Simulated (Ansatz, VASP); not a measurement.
**Pt in VASP and in Ansatz**

INCAR

```
  PREC = Accurate
  ENCUT = 520
  EDIFF = 1E-6
  ISMEAR = 0
  SIGMA = 0.15
  LREAL = F
  LASPH = T
  NELM = 60
  ALGO = Fast
  ISIF = 2
  LWAVE = F
  LCHARG = F
  GGA = PE
  NBANDS = 11
```

Contents of KPOINTS:

```
regular mesh
0
Gamma
  22 22 22
```

Contents of POSCAR:

```
Pt
1.0
   -1.5842200000      1.5842200000      1.7109576000
    1.5842200000     -1.5842200000      1.7109576000
    1.5842200000      1.5842200000     -1.7109576000
Pt
1
Direct
    0.0000000000      0.0000000000      0.0000000000
```

Input for Ansatz:

```yaml
crystal:
  lattice:
    - [-1.58422, 1.58422, 1.7109576]
    - [1.58422, -1.58422, 1.7109576]
    - [1.58422, 1.58422, -1.7109576]
  atoms:
    - { symbol: Pt, position: [0.0, 0.0, 0.0] }
basis:
  ecutwfc: 420
kpoints:
  mp_grid: { grid: [22, 22, 22] }
hamiltonian:
  xc: pbe
scf:
  occupations: { method: gaussian, width: 0.15 }
output:
  forces: true
  stress: true
  eigenvalues: true
  write_density: true
  write_potential: true
  elf: true
  volumetric_format: npy
```

Change from the starting cell: strain +0.000 along x and y, +0.080 along z, atoms carried along.

Alike in both runs: task single point; functional PBE; k mesh 22 × 22 × 22; occupations gaussian, width 0.15 eV; no spin polarisation.

|  | VASP | Ansatz |
| --- | --- | --- |
| version | VASP 6.6.1 | Ansatz 0.2.0 |
| potentials or method | VASP PAW PBE potentials, release 64 (Pt), cutoff 520 eV | scalar-relativistic, plane waves, PAW |
| valence electrons in the cell | 10 | 18 |

|  | VASP | Ansatz | Ansatz less VASP |
| --- | --- | --- | --- |
| gap on the k mesh at the Fermi level (eV) | none | none | - |
| pressure (GPa) | -16.1 | -15.8 | +0.32 |
| traceless stress, the component that is largest in VASP (GPa) | 2.58 | 2.61 | +0.026 |

A gap of «none» marks a metal or a gap that the smearing closes. VASP's potentials hold 10 valence electrons a cell and Ansatz's 18, so a difference there can come from the potentials and not from the codes.

Neither program's run includes spin-orbit coupling.
